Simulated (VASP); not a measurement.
# Ga2AsP in VASP: notebook

Runs on Ga2AsP. Level: PBE. Tasks: single point.

All numbers are computed with VASP 6.6.1; they aren't measurements. Logs are shortened: lines on timing, memory, paths and dates and some standing lists are left out, and cuts for length are marked.

## 1. The cell of the first run

The cell holds a sheet with vacuum, 4 atoms: a = 3.747 Å, b = 3.869 Å, c = 17.000 Å, α = 90.00°, β = 90.00°, γ = 90.00°.

## 2. Single point, PBE

The input, INCAR:

```
PREC     = Accurate       # precision mode
ENCUT    = 520            # plane-wave cutoff, eV
EDIFF    = 1E-7           # SCF threshold, eV
ISMEAR   = 0              # smearing method
SIGMA    = 0.1            # smearing width, eV
LREAL    = False          # projectors in reciprocal space
LASPH    = True           # aspherical terms in the spheres
NELM     = 80             # most SCF steps
ALGO     = Normal         # electronic algorithm
ISIF     = 2              # what is computed and relaxed
LWAVE    = False          # write WAVECAR
LCHARG   = False          # write CHGCAR
LDIPOL   = True         
IDIPOL   = 3            
DIPOL    = 0.5 0.5 0.502
GGA      = PE             # functional
NBANDS   = 26             # bands
```

The input, KPOINTS:

```
regular mesh
0
Gamma
  4 4 1
```

The input, POSCAR:

```
Ga2AsP
1.0
    3.7469550600      0.0000000000      0.0000000000
    0.0000000000      3.8686813000      0.0000000000
    0.0000000000      0.0000000000     17.0000000000
Ga P As
2 1 1
Direct
    0.0000000000      0.5000000000      0.5049477100
    0.5000000000      0.0000000000      0.5035228700
    0.0000000000      0.0000000000      0.5708012300
    0.5000000000      0.5000000000      0.4291987700
```

Potentials or basis: VASP PAW PBE potentials, release 64 (Ga_d, P, As).

The run is started by

```bash
> cat potpaw_PBE.64/Ga_d/POTCAR potpaw_PBE.64/P/POTCAR potpaw_PBE.64/As/POTCAR > POTCAR
> mpirun -np 1 vasp_std > vasp.out
```

OUTCAR:

```text
PREC = Accurate
   ENCUT = 520
   EDIFF = 1E-7
   ISMEAR = 0
   LREAL = False
   LASPH = True
   NELM = 80
   ISIF = 2
   GGA = PE

 ion  position               nearest neighbor table
   1  0.000  0.500  0.505-   3 2.23   3 2.23   4 2.27   4 2.27   2 2.69   2 2.69   2 2.69   2 2.69

   2  0.500  0.000  0.504-   3 2.20   3 2.20   4 2.31   4 2.31   1 2.69   1 2.69   1 2.69   1 2.69

   3  0.000  0.000  0.571-   2 2.20   2 2.20   1 2.23   1 2.23
   4  0.500  0.500  0.429-   1 2.27   1 2.27   2 2.31   2 2.31

  LATTYP: Found a simple orthorhombic cell.
 ALAT       =     3.7469550600
 B/A-ratio  =     1.0324867094
 C/A-ratio  =     4.5370173188

  Lattice vectors:

 A1 = (   3.7469550600,   0.0000000000,   0.0000000000)
 A2 = (   0.0000000000,   3.8686813000,   0.0000000000)
 A3 = (   0.0000000000,   0.0000000000,  17.0000000000)

Analysis of symmetry for initial positions (statically):
=====================================================================
 Subroutine PRICEL returns:
 Original cell was already a primitive cell.

 Routine SETGRP: Setting up the symmetry group for a
 simple orthorhombic supercell.

 Subroutine GETGRP returns: Found  4 space group operations
 (whereof  4 operations were pure point group operations)
 out of a pool of  8 trial point group operations.

The static configuration has the point symmetry C_2v.

Analysis of symmetry for dynamics (positions and initial velocities):
=====================================================================
 Subroutine PRICEL returns:
 Original cell was already a primitive cell.

 Routine SETGRP: Setting up the symmetry group for a
 simple orthorhombic supercell.

 Subroutine GETGRP returns: Found  4 space group operations
 (whereof  4 operations were pure point group operations)
 out of a pool of  8 trial point group operations.

The dynamic configuration has the point symmetry C_2v.

 Subroutine INISYM returns: Found  4 space group operations
 (whereof  4 operations are pure point group operations),
 and found     1 'primitive' translations

----------------------------------------------------------------------------------------

                                     Primitive cell

  volume of cell :     246.4282

  direct lattice vectors                    reciprocal lattice vectors
     3.746955060  0.000000000  0.000000000     0.266883372  0.000000000  0.000000000
     0.000000000  3.868681300  0.000000000     0.000000000  0.258486012  0.000000000
     0.000000000  0.000000000 17.000000000     0.000000000  0.000000000  0.058823529

  length of vectors
     3.746955060  3.868681300 17.000000000     0.266883372  0.258486012  0.058823529

  position of ions in fractional coordinates (direct lattice)
     0.000000000  0.500000000  0.504947710
     0.500000000  0.000000000  0.503522870
     0.000000000  0.000000000  0.570801230
     0.500000000  0.500000000  0.429198770

  ion indices of the primitive-cell ions
   primitive index   ion index
                 1           1
                 2           2
                 3           3
                 4           4

----------------------------------------------------------------------------------------

 KPOINTS: regular mesh

Automatic generation of k-mesh.
 Grid dimensions read from file:
 generate k-points for:    4    4    1

 Generating k-lattice:

  Cartesian coordinates                     Fractional coordinates (reciprocal lattice)
     0.066720843  0.000000000  0.000000000     0.250000000  0.000000000  0.000000000
     0.000000000  0.064621503  0.000000000     0.000000000  0.250000000  0.000000000
     0.000000000  0.000000000  0.058823529     0.000000000  0.000000000  1.000000000

  Length of vectors
     0.066720843  0.064621503  0.058823529

  Shift w.r.t. Gamma in fractional coordinates (k-lattice)
     0.000000000  0.000000000  0.000000000

 Subroutine IBZKPT returns following result:
 ===========================================

 Found      9 irreducible k-points:

 Following reciprocal coordinates:
            Coordinates               Weight
  0.000000  0.000000  0.000000      1.000000
  0.250000  0.000000  0.000000      2.000000
  0.500000  0.000000  0.000000      1.000000
  0.000000  0.250000  0.000000      2.000000
  0.250000  0.250000  0.000000      4.000000
  0.500000  0.250000  0.000000      2.000000
  0.000000  0.500000  0.000000      1.000000
  0.250000  0.500000  0.000000      2.000000
  0.500000  0.500000  0.000000      1.000000
   k-points           NKPTS =      9   k-points in BZ     NKDIM =      9   number of bands    NBANDS=     26
   number of dos      NEDOS =    301   number of ions     NIONS =      4
   total plane-waves  NPLWV = 105840
   dimension x,y,z NGX =    28 NGY =   30 NGZ =  126
   dimension x,y,z NGXF=    56 NGYF=   60 NGZF=  252
   ions per type =               2   1   1
   NGX,Y,Z   is equivalent  to a cutoff of  12.42, 12.89, 12.32 a.u.
   NGXF,Y,Z  is equivalent  to a cutoff of  24.85, 25.78, 24.64 a.u.
 SYSTEM =  unknown system
   PREC   = accura    normal or accurate (medium, high low for compatibility)
   ISTART =      0    job   : 0-new  1-cont  2-samecut
   ICHARG =      2    charge: 1-file 2-atom 10-const
   ISPIN  =      1    spin polarized calculation?
   LNONCOLLINEAR =      F non collinear calculations
   LSORBIT =      F    spin-orbit coupling
   LASPH  =      T    aspherical Exc in radial PAW
   ENCUT  =  520.0 eV  38.22 Ry    6.18 a.u.   6.97  7.19 31.61*2*pi/ulx,y,z
   NELM   =     80;   NELMIN=  2; NELMDL= -5     # of ELM steps
   EDIFF  = 0.1E-06   stopping-criterion for ELM
   LREAL  =      F    real-space projection
   EDIFFG = 0.1E-05   stopping-criterion for IOM
   NSW    =      0    number of steps for IOM
   IBRION =     -1    ionic relax: 0-MD 1-quasi-New 2-CG
   NFREE  =      0    steps in history (QN), initial steepest desc. (CG)
   ISIF   =      2    stress and relaxation
   ISYM   =      2    0-nonsym 1-usesym 2-fastsym
   POTIM  = 0.5000    time-step for ionic-motion
   TEBEG  =    0.0;   TEEND  =   0.0 temperature during run
   PSTRESS=    0.0 pullay stress
   NELECT =      36.0000    total number of electrons
   NUPDOWN=      -1.0000    fix difference up-down
   EMIN   =  10.00;   EMAX   =-10.00  energy-range for DOS
   EFERMI =   0.00;   METHOD = LEGACY
   ISMEAR =     0;   SIGMA  =   0.10  broadening in eV -4-tet -1-fermi 0-gaus
   EFERMI_NEDOS =   21; number of points for ismear=-14 and -15
   IALGO  =     38    algorithm
   IMIX   =      4    mixing-type and parameters
     AMIX     =   0.40;   BMIX     =  1.00
     AMIX_MAG =   1.60;   BMIX_MAG =  1.00
  volume/ion in A,a.u.               =      61.61       415.74
  Fermi-wavevector in a.u.,A,eV,Ry     =   0.862208  1.629337 10.114614  0.743403
  Thomas-Fermi vector in A             =   1.979976
   LORBIT       =      0    0 simple, 1 ext, 2 COOP (PROOUT), +10 PAW based schemes
   GGA     = PE    functional components
   LHFCALC =     F    Hartree Fock is set to
   AEXX    =    0.0000 exact exchange contribution
   IVDW    =     0    specifies the selected vdW correction
   LEPSILON=     F    determine dielectric tensor
   LRPA    =     F    only Hartree local field effects (RPA)
 non-spin polarized calculation
 Gauss-broadening in eV      SIGMA  =   0.10
  energy-cutoff  :      520.00
  volume of cell :      246.43
 maximum number of plane-waves:      6678
 NGX is ok and might be reduce to    28
   NGX = 13   NGY = 15   NGZ = 63

 dipolmoment           0.000000      0.000000     -0.000006 electrons x Angstroem

 number of electron      36.0000018 magnetization

 dipolmoment           0.000000      0.000000      0.012478 electrons x Angstroem

 Free energy of the ion-electron system (eV)
  ---------------------------------------------------
  ext. energy  EPLUGINS =         0.00000000
  ---------------------------------------------------
  free energy    TOTEN  =       -13.38327530 eV

  energy without entropy =      -13.37822962  energy(sigma->0) =      -13.38075246

 E-fermi :  -2.1605     XC(G=0):  -3.7116

 val. band max:       -2.2569928290   @ k =   0.0000   0.0000   0.0000
 cond. band min:      -2.0891807424   @ k =   0.0000   0.0000   0.0000
 fundamental gap:      0.1678120865
 Fermi energy:        -2.1604973163

 k-point     1 :       0.0000    0.0000    0.0000
  band No.  band energies     occupation
      1     -17.9543      2.00000
      2     -17.7115      2.00000
      3     -17.6442      2.00000
      4     -17.4473      2.00000
      5     -17.4381      2.00000
      6     -17.2102      2.00000
[... 18 lines left out ...]
     25       4.3502      0.00000
     26       4.6028      0.00000

 k-point     2 :       0.2500    0.0000    0.0000
  band No.  band energies     occupation
      1     -17.8398      2.00000
      2     -17.6356      2.00000
      3     -17.5587      2.00000
      4     -17.3956      2.00000
      5     -17.3868      2.00000
      6     -17.2663      2.00000
[... 18 lines left out ...]
     25       4.1176      0.00000
     26       4.2835      0.00000

 k-point     3 :       0.5000    0.0000    0.0000
  band No.  band energies     occupation
      1     -17.6546      2.00000
      2     -17.6501      2.00000
      3     -17.3464      2.00000
      4     -17.3332      2.00000
      5     -17.2938      2.00000
      6     -17.2917      2.00000
[... 18 lines left out ...]
     25       4.5533      0.00000
     26       4.7945      0.00000

 k-point     4 :       0.0000    0.2500    0.0000
  band No.  band energies     occupation
      1     -17.8402      2.00000
      2     -17.6101      2.00000
      3     -17.5580      2.00000
      4     -17.4051      2.00000
      5     -17.3967      2.00000
      6     -17.2479      2.00000
[... 18 lines left out ...]
     25       4.1340      0.00000
     26       4.5043      0.00000

 k-point     5 :       0.2500    0.2500    0.0000
  band No.  band energies     occupation
      1     -17.7512      2.00000
      2     -17.6469      2.00000
      3     -17.5545      2.00000
      4     -17.3568      2.00000
      5     -17.3162      2.00000
      6     -17.2837      2.00000
[... 18 lines left out ...]
     25       4.1894      0.00000
     26       4.4077      0.00000

 k-point     6 :       0.5000    0.2500    0.0000
  band No.  band energies     occupation
      1     -17.6704      2.00000
      2     -17.6478      2.00000
      3     -17.4579      2.00000
      4     -17.4509      2.00000
      5     -17.3312      2.00000
      6     -17.3309      2.00000
[... 18 lines left out ...]
     25       5.4517      0.00000
     26       5.5453      0.00000

 k-point     7 :       0.0000    0.5000    0.0000
  band No.  band energies     occupation
      1     -17.6306      2.00000
      2     -17.6288      2.00000
      3     -17.3678      2.00000
      4     -17.3535      2.00000
      5     -17.2926      2.00000
      6     -17.2914      2.00000
[... 18 lines left out ...]
     25       4.6248      0.00000
     26       4.8376      0.00000

 k-point     8 :       0.2500    0.5000    0.0000
  band No.  band energies     occupation
      1     -17.6559      2.00000
      2     -17.6320      2.00000
      3     -17.4585      2.00000
      4     -17.4500      2.00000
      5     -17.3491      2.00000
      6     -17.3427      2.00000
[... 18 lines left out ...]
     25       5.4413      0.00000
     26       5.5148      0.00000

 k-point     9 :       0.5000    0.5000    0.0000
  band No.  band energies     occupation
      1     -17.6913      2.00000
      2     -17.6562      2.00000
      3     -17.5273      2.00000
      4     -17.5243      2.00000
      5     -17.3180      2.00000
      6     -17.3151      2.00000
[... 18 lines left out ...]
     25       6.6784      0.00000
     26       6.8202      0.00000

------------------------ aborting loop because EDIFF is reached ----------------------------------------

 vacuum level on the upper side and lower side of the slab       (xc-potential included)        -0.020        -0.158

  FORCE on cell =-STRESS in cart. coord.  units (eV):
  Direction    XX          YY          ZZ          XY          YZ          ZX
  --------------------------------------------------------------------------------------
  -------------------------------------------------------------------------------------
  Total       18.6279219     16.0257775     12.7188613      0.0000000      0.0000000      0.0000000
  in kB      121.1112901    104.1931893     82.6929443      0.0000000      0.0000000      0.0000000
  external PRESSURE =     102.6658079 kB  Pullay stress =       0.0000000 kB

 VOLUME and BASIS-vectors are now :
 -----------------------------------------------------------------------------
  energy-cutoff  :      520.00
  volume of cell :      246.43
      direct lattice vectors                 reciprocal lattice vectors
     3.746955060  0.000000000  0.000000000     0.266883372  0.000000000  0.000000000
     0.000000000  3.868681300  0.000000000     0.000000000  0.258486012  0.000000000
     0.000000000  0.000000000 17.000000000     0.000000000  0.000000000  0.058823529

 POSITION                                       TOTAL-FORCE (eV/Angst)
 -----------------------------------------------------------------------------------
      0.00000      1.93434      8.58411         0.000000      0.000000      0.892773
      1.87348      0.00000      8.55989         0.000000      0.000000     -0.348082
      0.00000      0.00000      9.70362         0.000000      0.000000      4.991336
      1.87348      1.93434      7.29638         0.000000      0.000000     -5.536027
 -----------------------------------------------------------------------------------
    total drift:                                0.000000     -0.000000     -0.000359

  FREE ENERGIE OF THE ION-ELECTRON SYSTEM (eV)
  ---------------------------------------------------
  free  energy   TOTEN  =       -13.3832753009 eV

  energy  without entropy=      -13.3782296231  energy(sigma->0) =      -13.38075246

 vacuum level on the upper side and lower side of the slab         3.259         3.121
```

It took 2.8 min on 1 thread of AMD EPYC 7R13, shared host; peak memory 0.3 GiB.

Results:

* Free energy: -13.3833 eV
* Largest force: 5.536 eV/Å
* Band gap on the k mesh: 0.17 eV

Forces on the atoms (eV/Å):
```
Ga   0.000  0.000  0.893
Ga   0.000  0.000 -0.348
P    0.000  0.000  4.991
As   0.000  0.000 -5.536
```

Levels at points of the mesh, in eV from the valence-band top:
| k point | band 16 | band 17 | band 18 | band 19 | band 20 | band 21 |
| --- | --- | --- | --- | --- | --- | --- |
| (0.00, 0.00, 0.00) | -1.40 | -0.69 | 0.00 | 0.17 | 2.20 | 3.43 |
| (0.50, 0.00, 0.00) | -1.76 | -0.96 | -0.92 | 1.31 | 1.65 | 5.26 |
| (0.00, 0.50, 0.00) | -1.52 | -0.88 | -0.87 | 1.69 | 2.07 | 5.57 |
| (0.50, 0.50, 0.00) | -3.18 | -2.72 | -2.52 | 3.76 | 4.03 | 4.82 |

Caveat: semilocal functionals underestimate gaps, and a narrow one can read as zero.

## 3. Single point, PBE

The input, INCAR:

```
SYSTEM = Ga2AsP
ALGO = Normal ; DIPOL = 0.5 0.5 0.502
EDIFF = 1E-6 ; ENCUT = 520
GGA = PE ; IDIPOL = 3
ISIF = 2 ; ISMEAR = 0
LASPH = .True. ; LCHARG = .False.
LDIPOL = .True. ; LREAL = .False.
LWAVE = .False. ; NBANDS = 26
NELM = 100 ; PREC = Accurate
SIGMA = 0.1
```

The input, KPOINTS:

```
k-points
0
Gamma
  4 4 1
  0 0 0
```

POSCAR is that of step 2.

Potentials or basis: VASP PAW PBE potentials, release 64 (Ga_d, P, As).

The run is started by

```bash
> cat potpaw_PBE.64/Ga_d/POTCAR potpaw_PBE.64/P/POTCAR potpaw_PBE.64/As/POTCAR > POTCAR
> mpirun -np 1 vasp_std > vasp.out
```

OUTCAR:

```text
SYSTEM = Ga2AsP
   EDIFF = 1E-6
   ENCUT = 520
   GGA = PE
   ISIF = 2
   ISMEAR = 0
   LASPH = .True.
   LREAL = .False.
   NELM = 100
   PREC = Accurate

 ion  position               nearest neighbor table
   1  0.000  0.500  0.505-   3 2.23   3 2.23   4 2.27   4 2.27   2 2.69   2 2.69   2 2.69   2 2.69

   2  0.500  0.000  0.504-   3 2.20   3 2.20   4 2.31   4 2.31   1 2.69   1 2.69   1 2.69   1 2.69

   3  0.000  0.000  0.571-   2 2.20   2 2.20   1 2.23   1 2.23
   4  0.500  0.500  0.429-   1 2.27   1 2.27   2 2.31   2 2.31

  LATTYP: Found a simple orthorhombic cell.
 ALAT       =     3.7469550600
 B/A-ratio  =     1.0324867094
[... 450 lines left out ...]
  -------------------------------------------------------------------------------------
  Total       18.6282301     16.0260762     12.7191909      0.0000000      0.0000000      0.0000000
  in kB      121.1132943    104.1951314     82.6950866      0.0000000      0.0000000      0.0000000
  external PRESSURE =     102.6678374 kB  Pullay stress =       0.0000000 kB

 VOLUME and BASIS-vectors are now :
 -----------------------------------------------------------------------------
  energy-cutoff  :      520.00
  volume of cell :      246.43
      direct lattice vectors                 reciprocal lattice vectors
     3.746955060  0.000000000  0.000000000     0.266883372  0.000000000  0.000000000
     0.000000000  3.868681300  0.000000000     0.000000000  0.258486012  0.000000000
     0.000000000  0.000000000 17.000000000     0.000000000  0.000000000  0.058823529

 POSITION                                       TOTAL-FORCE (eV/Angst)
 -----------------------------------------------------------------------------------
      0.00000      1.93434      8.58411         0.000000      0.000000      0.892775
      1.87348      0.00000      8.55989         0.000000      0.000000     -0.348082
      0.00000      0.00000      9.70362         0.000000      0.000000      4.991338
      1.87348      1.93434      7.29638         0.000000      0.000000     -5.536032
 -----------------------------------------------------------------------------------
    total drift:                                0.000000     -0.000000     -0.000360

  FREE ENERGIE OF THE ION-ELECTRON SYSTEM (eV)
  ---------------------------------------------------
  free  energy   TOTEN  =       -13.3832752947 eV

  energy  without entropy=      -13.3782296013  energy(sigma->0) =      -13.38075245

 vacuum level on the upper side and lower side of the slab         3.262         3.126
```

stdout:

```text
POSCAR found type information on POSCAR GaP As
 POSCAR found :  3 types and       4 ions
 scaLAPACK will be used
 LDA part: xc-table for (Slater+PW92), standard interpolation
 POSCAR, INCAR and KPOINTS ok, starting setup
 FFT: planning ... GRIDC
 FFT: planning ... GRID_SOFT
 FFT: planning ... GRID
 WAVECAR not read
 entering main loop
```

Run time: 2.7 min. Hardware: 1 thread of AMD EPYC 7R13, shared host; peak memory 0.3 GiB.

What came out:

```yaml
Free_energy: -13.3833 eV
Largest_force: 5.536 eV/Å
Band_gap_on_the_k_mesh: 0.17 eV
```

Forces in eV/Å, atoms in the order of the input:
```
Ga   0.000  0.000  0.893
Ga   0.000  0.000 -0.348
P    0.000  0.000  4.991
As   0.000  0.000 -5.536
```

Caveat: semilocal functionals underestimate gaps, and a narrow one can read as zero.

[end of part 1 of 2]

The gap in the log of VASP goes by the Fermi energy; the results here count the filled bands.